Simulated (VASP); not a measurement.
CO2:

```
C O
1.0
     5.62000    0.00000    0.00000
     0.00000    5.62000    0.00000
     0.00000    0.00000    5.62000
C O
4 8
Direct
  0.00000 0.00000 0.00000
  0.50000 0.00000 0.50000
  0.50000 0.50000 0.00000
  0.00000 0.50000 0.50000
  0.16700 0.16700 0.16700
  0.33300 0.83300 0.66700
  0.66700 0.33300 0.83300
  0.83300 0.66700 0.33300
  0.83300 0.83300 0.83300
  0.66700 0.16700 0.33300
  0.33300 0.66700 0.16700
  0.16700 0.33300 0.66700
```

```yaml
Program: VASP 6.6.1
Task: relaxation of the atoms
Functional: PBE
Potentials_or_basis: VASP PAW PBE potentials, release 64 (C, O)
Cutoff: 520 eV
k_mesh: 4 × 4 × 4
Occupations: fermi-dirac, width 0.02 eV
Spin: no spin polarisation
```

At the start: pressure -37.6 GPa; volume 14.79 Å³/atom.

How do energy, volume and symmetry change on relaxing?

Over 4 steps the energy falls by 2685.8 meV/atom; space group Pa-3 (No. 205, to 0.05 Å).

The path:
```csv
step,energy change (eV),largest force (eV/Å),pressure (GPa)
1,0.0000,9.8849,-37.65
2,-31.9391,2.9124,8.96
3,-32.1964,0.9067,-1.44
4,-32.2296,0.0200,1.03
```

Final structure:
```cif
data_structure
_symmetry_space_group_name_H-M 'P 1'
_symmetry_Int_Tables_number 1
_cell_length_a 5.6200
_cell_length_b 5.6200
_cell_length_c 5.6200
_cell_angle_alpha 90.000
_cell_angle_beta 90.000
_cell_angle_gamma 90.000
_cell_volume 177.50
loop_
_atom_site_label
_atom_site_type_symbol
_atom_site_fract_x
_atom_site_fract_y
_atom_site_fract_z
_atom_site_occupancy
C1 C 0.00000 0.00000 0.00000 1
C2 C 0.50000 0.00000 0.50000 1
C3 C 0.50000 0.50000 0.00000 1
C4 C 0.00000 0.50000 0.50000 1
O1 O 0.12067 0.12067 0.12067 1
O2 O 0.37933 0.87933 0.62067 1
O3 O 0.62067 0.37933 0.87933 1
O4 O 0.87933 0.62067 0.37933 1
O5 O 0.87933 0.87933 0.87933 1
O6 O 0.62067 0.12067 0.37933 1
O7 O 0.37933 0.62067 0.12067 1
O8 O 0.12067 0.37933 0.62067 1
```
